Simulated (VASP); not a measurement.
# BN (NiAs type) (P6_3/mmc) in VASP: notebook

BN (NiAs type) is run at these levels: PBE; tasks: single point, relaxation of cell and atoms.

Program: VASP 6.6.1. These are calculated values, not measurements. Logs are shortened: lines on timing, memory, paths and dates and some standing lists are left out, and cuts for length are marked.

**1. The cell of the first run**

It takes space group P6_3/mmc (No. 194, hexagonal). Conventional cell: a = 2.371 Å, b = 2.371 Å, c = 3.835 Å, α = 90.00°, β = 90.00°, γ = 120.00°. Within 2.2 Å of B (site symmetry -3m) lie 6 N at 1.67 Å and 2 B at 1.92 Å. N (site symmetry -6m2) has 6 B at 1.67 Å within 2.2 Å.

**2. Single point, PBE**

File INCAR:

```
SYSTEM = BN
PREC     = Accurate       ! precision mode
ENCUT    = 520            ! plane-wave cutoff, eV
EDIFF    = 1E-6           ! SCF threshold, eV
ISMEAR   = -1             ! smearing method
SIGMA    = 0.05           ! smearing width, eV
LREAL    = .False.        ! projectors in reciprocal space
LASPH    = .True.         ! aspherical terms in the spheres
NELM     = 100            ! most SCF steps
ALGO     = Normal         ! electronic algorithm
ISIF     = 2              ! what is computed and relaxed
LWAVE    = .False.        ! write WAVECAR
LCHARG   = .True.         ! write CHGCAR
GGA      = PE             ! functional
LELF     = .True.         ! ELF
LVHAR    = .True.       
NBANDS   = 16             ! bands
```

File KPOINTS:

```
regular mesh
0
Gamma
  12 12 7
  0 0 0
```

File POSCAR:

```
BN
1.0
    2.3713015588      0.0000000000      0.0000000000
   -1.1856507794      2.0536073900      0.0000000000
    0.0000000000      0.0000000000      3.8354346047
B N
2 2
Direct
    0.0000000000      0.0000000000      0.0000000000
    0.0000000000      0.0000000000      0.5000000000
    0.3333333333      0.6666666667      0.2500000000
    0.6666666667      0.3333333333      0.7500000000
```

Potentials or basis: VASP PAW PBE potentials, release 64 (B, N).

Run with:

```
cat potpaw_PBE.64/B/POTCAR potpaw_PBE.64/N/POTCAR > POTCAR
mpirun -np 1 vasp_std > vasp.out
```

OUTCAR:

```text
SYSTEM = BN
   PREC = Accurate
   ENCUT = 520
   EDIFF = 1E-6
   ISMEAR = -1
   LREAL = .False.
   LASPH = .True.
   NELM = 100
   ISIF = 2
   GGA = PE

 ion  position               nearest neighbor table
   1  0.000  0.000  0.000-   3 1.67   4 1.67   4 1.67   3 1.67   4 1.67   3 1.67   2 1.92   2 1.92

   2  0.000  0.000  0.500-   3 1.67   4 1.67   4 1.67   3 1.67   4 1.67   3 1.67   1 1.92   1 1.92

   3  0.333  0.667  0.250-   1 1.67   2 1.67   1 1.67   2 1.67   1 1.67   2 1.67
   4  0.667  0.333  0.750-   1 1.67   2 1.67   1 1.67   2 1.67   1 1.67   2 1.67

  LATTYP: Found a hexagonal cell.
 ALAT       =     2.3713015588
 C/A-ratio  =     1.6174385710

  Lattice vectors:

 A1 = (   2.3713015588,   0.0000000000,   0.0000000000)
 A2 = (  -1.1856507794,   2.0536073900,   0.0000000000)
 A3 = (   0.0000000000,   0.0000000000,   3.8354346047)

Analysis of symmetry for initial positions (statically):
=====================================================================
 Subroutine PRICEL returns:
 Original cell was already a primitive cell.

 Routine SETGRP: Setting up the symmetry group for a
 hexagonal supercell.

 Subroutine GETGRP returns: Found 24 space group operations
 (whereof 12 operations were pure point group operations)
 out of a pool of 24 trial point group operations.

The static configuration has the point symmetry D_3d.
 The point group associated with its full space group is D_6h.

Analysis of symmetry for dynamics (positions and initial velocities):
=====================================================================
 Subroutine PRICEL returns:
 Original cell was already a primitive cell.

 Routine SETGRP: Setting up the symmetry group for a
 hexagonal supercell.

 Subroutine GETGRP returns: Found 24 space group operations
 (whereof 12 operations were pure point group operations)
 out of a pool of 24 trial point group operations.

The dynamic configuration has the point symmetry D_3d.
 The point group associated with its full space group is D_6h.

 Subroutine INISYM returns: Found 24 space group operations
 (whereof 12 operations are pure point group operations),
 and found     1 'primitive' translations

----------------------------------------------------------------------------------------

                                     Primitive cell

  volume of cell :      18.6775

  direct lattice vectors                    reciprocal lattice vectors
     2.371301559  0.000000000  0.000000000     0.421709334  0.243473997  0.000000000
    -1.185650779  2.053607390  0.000000000     0.000000000  0.486947994  0.000000000
     0.000000000  0.000000000  3.835434605     0.000000000  0.000000000  0.260726646

  length of vectors
     2.371301559  2.371301559  3.835434605     0.486947994  0.486947994  0.260726646

  position of ions in fractional coordinates (direct lattice)
     0.000000000  0.000000000  0.000000000
     0.000000000  0.000000000  0.500000000
     0.333333333  0.666666667  0.250000000
     0.666666667  0.333333333  0.750000000

  ion indices of the primitive-cell ions
   primitive index   ion index
                 1           1
                 2           2
                 3           3
                 4           4

----------------------------------------------------------------------------------------

 KPOINTS: regular mesh

Automatic generation of k-mesh.
 Grid dimensions read from file:
 generate k-points for:   12   12    7

 Generating k-lattice:

  Cartesian coordinates                     Fractional coordinates (reciprocal lattice)
     0.035142444  0.020289500  0.000000000     0.083333333  0.000000000  0.000000000
     0.000000000  0.040579000  0.000000000     0.000000000  0.083333333  0.000000000
     0.000000000  0.000000000  0.037246664     0.000000000  0.000000000  0.142857143

  Length of vectors
     0.040579000  0.040579000  0.037246664

  Shift w.r.t. Gamma in fractional coordinates (k-lattice)
     0.000000000  0.000000000  0.000000000

 Subroutine IBZKPT returns following result:
 ===========================================

 Found     76 irreducible k-points:

 Following reciprocal coordinates:
            Coordinates               Weight
  0.000000  0.000000  0.000000      1.000000
  0.083333  0.000000  0.000000      6.000000
  0.166667  0.000000  0.000000      6.000000
  0.250000  0.000000  0.000000      6.000000
  0.333333  0.000000  0.000000      6.000000
  0.416667 -0.000000  0.000000      6.000000
[... 16 lines left out ...]
  0.250000  0.000000  0.142857     12.000000
  0.333333  0.000000  0.142857     12.000000
 [... further k-points ...]
   k-points           NKPTS =     76   k-points in BZ     NKDIM =     76   number of bands    NBANDS=     16
   number of dos      NEDOS =    301   number of ions     NIONS =      4
   total plane-waves  NPLWV =   9720
   dimension x,y,z NGX =    18 NGY =   18 NGZ =   30
   dimension x,y,z NGXF=    36 NGYF=   36 NGZF=   60
   ions per type =               2   2
   NGX,Y,Z   is equivalent  to a cutoff of  12.62, 12.62, 13.00 a.u.
   NGXF,Y,Z  is equivalent  to a cutoff of  25.24, 25.24, 26.01 a.u.
 SYSTEM =  BN
   PREC   = accura    normal or accurate (medium, high low for compatibility)
   ISTART =      0    job   : 0-new  1-cont  2-samecut
   ICHARG =      2    charge: 1-file 2-atom 10-const
   ISPIN  =      1    spin polarized calculation?
   LNONCOLLINEAR =      F non collinear calculations
   LSORBIT =      F    spin-orbit coupling
   LASPH  =      T    aspherical Exc in radial PAW
   ENCUT  =  520.0 eV  38.22 Ry    6.18 a.u.   4.41  4.41  7.13*2*pi/ulx,y,z
   NELM   =    100;   NELMIN=  2; NELMDL= -5     # of ELM steps
   EDIFF  = 0.1E-05   stopping-criterion for ELM
   LREAL  =      F    real-space projection
   EDIFFG = 0.1E-04   stopping-criterion for IOM
   NSW    =      0    number of steps for IOM
   IBRION =     -1    ionic relax: 0-MD 1-quasi-New 2-CG
   NFREE  =      0    steps in history (QN), initial steepest desc. (CG)
   ISIF   =      2    stress and relaxation
   ISYM   =      2    0-nonsym 1-usesym 2-fastsym
   POTIM  = 0.5000    time-step for ionic-motion
   TEBEG  =    0.0;   TEEND  =   0.0 temperature during run
   PSTRESS=    0.0 pullay stress
   NELECT =      16.0000    total number of electrons
   NUPDOWN=      -1.0000    fix difference up-down
   EMIN   =  10.00;   EMAX   =-10.00  energy-range for DOS
   EFERMI =   0.00;   METHOD = LEGACY
   ISMEAR =    -1;   SIGMA  =   0.05  broadening in eV -4-tet -1-fermi 0-gaus
   EFERMI_NEDOS =   21; number of points for ismear=-14 and -15
   IALGO  =     38    algorithm
   IMIX   =      4    mixing-type and parameters
     AMIX     =   0.40;   BMIX     =  1.00
     AMIX_MAG =   1.60;   BMIX_MAG =  1.00
  volume/ion in A,a.u.               =       4.67        31.51
  Fermi-wavevector in a.u.,A,eV,Ry     =   1.554802  2.938151 32.890871  2.417411
  Thomas-Fermi vector in A             =   2.658836
   LORBIT       =      0    0 simple, 1 ext, 2 COOP (PROOUT), +10 PAW based schemes
   GGA     = PE    functional components
   LHFCALC =     F    Hartree Fock is set to
   AEXX    =    0.0000 exact exchange contribution
   IVDW    =     0    specifies the selected vdW correction
   LEPSILON=     F    determine dielectric tensor
   LRPA    =     F    only Hartree local field effects (RPA)
 non-spin polarized calculation
  energy-cutoff  :      520.00
  volume of cell :       18.68
 maximum number of plane-waves:       525
 NGX is ok and might be reduce to    18
   NGX =  9   NGY =  9   NGZ = 15

 number of electron      16.0000002 magnetization

 Free energy of the ion-electron system (eV)
  ---------------------------------------------------
  ext. energy  EPLUGINS =         0.00000000
  ---------------------------------------------------
  free energy    TOTEN  =       -27.19091609 eV

  energy without entropy =      -27.19091609  energy(sigma->0) =      -27.19091609

 E-fermi :  13.2292     XC(G=0): -14.3819

 val. band max:       12.2855219047   @ k =   0.1667   0.0000   0.0000
 cond. band min:      14.6397424816   @ k =   0.3333   0.3333   0.0000
 fundamental gap:      2.3542205769
 Fermi energy:        13.2291587752

 k-point     1 :       0.0000    0.0000    0.0000
  band No.  band energies     occupation
      1     -12.0782      2.00000
      2      -6.3443      2.00000
      3      -1.4545      2.00000
      4      10.6771      2.00000
      5      10.6771      2.00000
      6      11.4924      2.00000
[... 8 lines left out ...]
     15      28.6422      0.00000
     16      29.4998      0.00000

 k-point     2 :       0.0833    0.0000    0.0000
  band No.  band energies     occupation
      1     -11.8888      2.00000
      2      -6.1610      2.00000
      3      -1.2935      2.00000
      4       9.2058      2.00000
      5       9.7862      2.00000
      6      11.2740      2.00000
[... 8 lines left out ...]
     15      28.0305      0.00000
     16      29.5366      0.00000

 k-point     3 :       0.1667    0.0000    0.0000
  band No.  band energies     occupation
      1     -11.3235      2.00000
      2      -5.6212      2.00000
      3      -0.8150      2.00000
      4       6.5350      2.00000
      5       8.5244      2.00000
      6       9.9242      2.00000
[... 8 lines left out ...]
     15      27.0832      0.00000
     16      27.9912      0.00000

 k-point     4 :       0.2500    0.0000    0.0000
  band No.  band energies     occupation
      1     -10.3915      2.00000
      2      -4.7693      2.00000
      3      -0.0381      2.00000
      4       3.6669      2.00000
      5       7.3847      2.00000
      6       7.8791      2.00000
[... 8 lines left out ...]
     15      26.1803      0.00000
     16      28.5082      0.00000
[... 324 lines left out ...]
 k-point    22 :       0.1667    0.0000    0.1429
  band No.  band energies     occupation
      1     -11.1673      2.00000
      2      -6.3207      2.00000
      3       0.1323      2.00000
      4       6.6622      2.00000
      5       8.6615      2.00000
      6       9.6540      2.00000
[... 8 lines left out ...]
     15      26.0892      0.00000
     16      28.4099      0.00000

 k-point    23 :       0.2500    0.0000    0.1429
  band No.  band energies     occupation
      1     -10.2358      2.00000
      2      -5.4466      2.00000
      3       0.8228      2.00000
      4       3.8416      2.00000
      5       7.4919      2.00000
      6       7.5390      2.00000
[... 8 lines left out ...]
     15      25.9367      0.00000
     16      28.7750      0.00000

 k-point    24 :       0.3333    0.0000    0.1429
  band No.  band energies     occupation
      1      -8.9631      2.00000
      2      -4.3663      2.00000
      3       0.7667      2.00000
      4       2.1633      2.00000
      5       5.2059      2.00000
      6       6.6706      2.00000
[... 8 lines left out ...]
     15      26.8550      0.00000
     16      29.5211      0.00000

 [... further k-points ...]
[... 5 lines left out ...]
  --------------------------------------------------------------------------------------
  -------------------------------------------------------------------------------------
  Total        8.9122765      8.9122765      8.8667242      0.0000000      0.0000000      0.0000000
  in kB      764.5052022    764.5052023    760.5976809      0.0000000      0.0000000      0.0000000
  external PRESSURE =     763.2026951 kB  Pullay stress =       0.0000000 kB

 VOLUME and BASIS-vectors are now :
 -----------------------------------------------------------------------------
  energy-cutoff  :      520.00
  volume of cell :       18.68
      direct lattice vectors                 reciprocal lattice vectors
     2.371301559  0.000000000  0.000000000     0.421709334  0.243473997  0.000000000
    -1.185650779  2.053607390  0.000000000     0.000000000  0.486947994  0.000000000
     0.000000000  0.000000000  3.835434605     0.000000000  0.000000000  0.260726646

 POSITION                                       TOTAL-FORCE (eV/Angst)
 -----------------------------------------------------------------------------------
      0.00000      0.00000      0.00000         0.000000      0.000000      0.000000
      0.00000      0.00000      1.91772         0.000000      0.000000      0.000000
     -0.00000      1.36907      0.95886        -0.000000      0.000000     -0.000000
      1.18565      0.68454      2.87658         0.000000     -0.000000      0.000000
 -----------------------------------------------------------------------------------
    total drift:                                0.000000     -0.000000      0.000000

  FREE ENERGIE OF THE ION-ELECTRON SYSTEM (eV)
  ---------------------------------------------------
  free  energy   TOTEN  =       -27.1909160904 eV

  energy  without entropy=      -27.1909160903  energy(sigma->0) =      -27.19091609
```

It took 13 s on 1 thread of Intel Xeon Platinum 8488C (Sapphire Rapids), shared host; peak memory 0.14 GiB.

Results:

```
Free energy            : -27.1909 eV
Pressure               : 76.3 GPa
Band gap on the k mesh : 2.35 eV, indirect (least direct gap 6.26 eV)
```

A k mesh can miss the band edges.

**3. Relaxation of cell and atoms, PBE, target pressure 76 GPa, at which the enthalpy is minimised**

This run uses another cell than the first one, of 4.62 Å³/atom, 0.990 times its volume.

File INCAR:

```
SYSTEM = BN
ALGO     = Normal         ! electronic algorithm
EDIFF    = 1E-6           ! SCF threshold, eV
EDIFFG   = -0.005         ! ionic threshold
ENCUT    = 600            ! plane-wave cutoff, eV
GGA      = PE             ! functional
IBRION   = 2              ! ionic algorithm
ISIF     = 3              ! what is computed and relaxed
ISMEAR   = -1             ! smearing method
LASPH    = .TRUE.         ! aspherical terms in the spheres
LCHARG   = .FALSE.        ! write CHGCAR
LREAL    = .FALSE.        ! projectors in reciprocal space
LWAVE    = .FALSE.        ! write WAVECAR
NELM     = 100            ! most SCF steps
NSW      = 60             ! ionic steps
PREC     = Accurate       ! precision mode
PSTRESS  = 760.0        
SIGMA    = 0.05           ! smearing width, eV
```

File KPOINTS:

```
k-points
0
G
  12 12 7
  0 0 0
```

File POSCAR:

```
BN
1.0
    2.3971815432      0.0000000000      0.0000000000
   -1.1985907716      2.0760201138      0.0000000000
    0.0000000000      0.0000000000      3.7156313919
B N
2 2
Direct
    0.0000000000      0.0000000000      0.0000000000
    0.0000000000      0.0000000000      0.5000000000
    0.3333333333      0.6666666667      0.2500000000
    0.6666666667      0.3333333333      0.7500000000
```

Potentials or basis: VASP PAW PBE potentials, release 64 (B, N).

Run with:

```
cat potpaw_PBE.64/B/POTCAR potpaw_PBE.64/N/POTCAR > POTCAR
mpirun -np 1 vasp_std > vasp.out
```

Run time: 40 s. Hardware: 1 thread of Intel Xeon Platinum 8488C (Sapphire Rapids), shared host; peak memory 0.14 GiB.

It converged, with:

```yaml
Free_energy: -27.1988 eV
Relaxed_volume: 4.67 Å³/atom
Relaxed_cell: a = 2.372 Å, b = 2.372 Å, c = 3.835 Å, α = 90.00°, β = 90.00°, γ = 120.00°
Space_group_after_relaxing_to_0.05_Å: P6_3/mmc (No. 194)
Energy_change_on_relaxing_the_enthalpy_is_what_falls: -47.2 meV/atom
Ionic_steps: 6
Pressure_after_relaxing: 76.0 GPa
Band_gap_on_the_k_mesh: 2.36 eV, indirect (least direct gap 6.26 eV)
```

Step by step:
| step | energy change (eV) | largest force (eV/Å) | pressure (GPa) | volume (Å³) |
| --- | --- | --- | --- | --- |
| 1 | 0.0000 | 0.0000 | 84.55 | 18.49 |
| 2 | -0.3096 | 0.0000 | 60.94 | 19.12 |
| 3 | -0.2546 | 0.0000 | 71.19 | 18.83 |
| 4 | -0.2515 | 0.0000 | 71.41 | 18.82 |
| 5 | -0.1015 | 0.0000 | 82.09 | 18.51 |
| 6 | -0.1887 | 0.0000 | 75.99 | 18.68 |

Final structure:
```yaml
crystal:
  lattice:
    - [2.37170, 0.00000, 0.00000]
    - [-1.18585, 2.05395, 0.00000]
    - [0.00000, 0.00000, 3.83492]
  atoms:
    - { symbol: B, position: [0.00000, 0.00000, 0.00000] }
    - { symbol: B, position: [0.00000, 0.00000, 0.50000] }
    - { symbol: N, position: [0.33333, 0.66667, 0.25000] }
    - { symbol: N, position: [0.66667, 0.33333, 0.75000] }
```

Levels at points of the mesh, in eV from the valence-band top:
```
           k point  band 4  band 5  band 6  band 7  band 8  band 9  band 10  band 11  band 12
(0.00, 0.00, 0.00)   -1.61   -1.61   -0.79   -0.79   -0.34    7.37     9.23     9.23     9.52
(0.50, 0.00, 0.00)  -10.59   -9.64   -6.51   -4.88   -0.74    5.71     6.47     6.73     7.56
```

Caveat: the cell is relaxed towards a set pressure, so the enthalpy falls and the energy may rise.
